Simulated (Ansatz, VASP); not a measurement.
## Ti in VASP and in Ansatz

```xyz
2
Lattice="2.9013 0.0000 0.0000 -1.4506 2.5126 0.0000 0.0000 0.0000 4.5934" Properties=species:S:1:pos:R:3 pbc="T T T"
Ti    0.0000    1.6751    1.1483
Ti    1.4506    0.8375    3.4450
```

Alike in both runs: functional PBEsol; k mesh 17 × 17 × 9; occupations fermi-dirac, width 0.1 eV; no spin polarisation.

Ansatz relaxed the structure, and its values are those at the end. VASP's run is a single point on that final structure, the one shown.

|  | VASP | Ansatz |
| --- | --- | --- |
| version | VASP 6.6.1 | Ansatz 0.2.0 |
| potentials or method | VASP PAW PBE potentials, release 64 (Ti_sv) | PAW with Ansatz's default frozen-core files, scalar-relativistic |
| plane-wave cutoff (eV) | 520 | 420 |
| valence electrons in the cell | 24 | 24 |

|  | VASP | Ansatz | Ansatz less VASP |
| --- | --- | --- | --- |
| pressure (GPa) | -0.2 | 0.0 | +0.24 |

VASP's potentials were made for PBE, not for PBEsol.
